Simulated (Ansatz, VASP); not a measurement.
Fe in VASP and in Ansatz

File POSCAR:

```
Fe
1.0
   -1.4333151444      1.4333151444      1.4333151444
    1.4333151444     -1.4333151444      1.4333151444
    1.4333151444      1.4333151444     -1.4333151444
Fe
1
Direct
    0.0000000000      0.0000000000      0.0000000000
```

INCAR.step1

```
ALGO = Normal
EDIFF = 1E-5
ENCUT = 520
GGA = PE
ISIF = 2
ISMEAR = -1
ISPIN = 2
LASPH = T
LMAXMIX = 4
LORBIT = 11
LREAL = F
LWAVE = T
MAGMOM = 3
NBANDS = 14
NELM = 150
PREC = Accurate
SIGMA = 0.05
```

The input INCAR.step2:

```
AEXX = 1.0
AGGAC = 0.0
ALDAC = 0.0
ALGO = Normal
EDIFF = 1E-6
ENCUT = 520
GGA = PE
ISIF = 2
ISMEAR = -1
ISPIN = 2
ISTART = 1
LASPH = T
LCHARG = T
LELF = T
LHFCALC = T
LMAXMIX = 4
LORBIT = 11
LREAL = F
LVHAR = T
LWAVE = F
MAGMOM = 3
NBANDS = 14
NELM = 150
PREC = Accurate
PRECFOCK = Normal
SIGMA = 0.05
```

The input KPOINTS:

```
k-points
0
Gamma
  7 7 7
```

Contents of input.yaml:

```yaml
crystal:
  lattice:
    - [-1.4333151444, 1.4333151444, 1.4333151444]
    - [1.4333151444, -1.4333151444, 1.4333151444]
    - [1.4333151444, 1.4333151444, -1.4333151444]
  atoms:
    - { symbol: Fe, position: [0.0, 0.0, 0.0], spin: 3.0 }
hamiltonian:
  xc: hf
  pseudopotentials: { kind: paw }
magnetization:
  spin_polarized: true
kpoints:
  mp_grid: { grid: [7, 7, 7] }
scf:
  occupations: { method: fermi_dirac, width: 0.05 }
output:
  forces: true
  stress: true
  eigenvalues: true
  write_density: true
  write_potential: true
  elf: true
  volumetric_format: npy
```

Alike in both runs: task single point; functional HF; k mesh 7 × 7 × 7; occupations fermi-dirac, width 0.05 eV; collinear spin.

```csv
,VASP,Ansatz
version,VASP 6.6.1,Ansatz 0.2.0
potentials or method,"VASP PAW PBE potentials, release 64 (Fe)",Ansatz PAW
plane-wave cutoff (eV),520,420
valence electrons in the cell,8,16
```

|  | VASP | Ansatz | Ansatz less VASP |
| --- | --- | --- | --- |
| gap on the k mesh at the Fermi level (eV) | none | none | - |
| pressure (GPa) | 53.0 | 42.1 | -10.92 |
| net moment per atom (μB) | 3.17 | 2.51 | -0.660 |
| size of the moment on the site where the two differ most (μB) | 3.29 | 3.25 | -0.031 |

The net moments are unlike, so the other rows may belong to different states. VASP's potentials were made for PBE, not for HF. Site moments also hang on the region over which each program counts them. A gap of «none» marks a metal or a gap that the smearing closes. The pressures are high and differ by over a tenth, so treat them with care. VASP's potentials hold 8 valence electrons a cell and Ansatz's 16, so a difference there can come from the potentials and not from the codes.

The k mesh is coarse, so the values compare programs but aren't converged. Noted on Ansatz's run: the magnetic or orbital state may not be the lowest; Pulay correction over one GPa.
